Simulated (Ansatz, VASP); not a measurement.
## Au: VASP beside Ansatz

```
Au
1.0
     2.91696    0.00000    0.00000
    -1.45848    2.52616    0.00000
     0.00000    0.00000    4.89003
Au
2
Cartesian
  -0.2110 1.8951 3.6675
  1.6695 0.6311 1.2225
```

Change from the starting cell: mode 4 frozen in at -0.211 Å and mode 5 at +0.211 Å (largest displacements).

Alike in both runs: task single point; functional PBE; k mesh 18 × 18 × 10; occupations gaussian, width 0.15 eV; no spin polarisation.

|  | VASP | Ansatz |
| --- | --- | --- |
| version | VASP 6.6.1 | Ansatz 0.2.0 |
| potentials or method | VASP PAW PBE potentials, release 64 (Au), cutoff 500 eV | scalar-relativistic, plane waves, PAW |
| valence electrons in the cell | 22 | 38 |

Ansatz gave:

- gap on the k mesh at the Fermi level (eV): none
- pressure (GPa): 1.5
- traceless stress, the component that is largest in VASP (GPa): 2.30
- rms of the force components (eV/Å): 0.156

Estimate VASP's values.

gap on the k mesh at the Fermi level (eV): none; pressure (GPa): 1.2; traceless stress, the component that is largest in VASP (GPa): 2.28; rms of the force components (eV/Å): 0.155.

Atom by atom the forces differ by 0.001 eV/Å (rms over components). A gap of «none» marks a metal or a gap that the smearing closes. VASP's potentials hold 22 valence electrons a cell and Ansatz's 38, so a difference there can come from the potentials and not from the codes.

Spin-orbit coupling is off throughout.
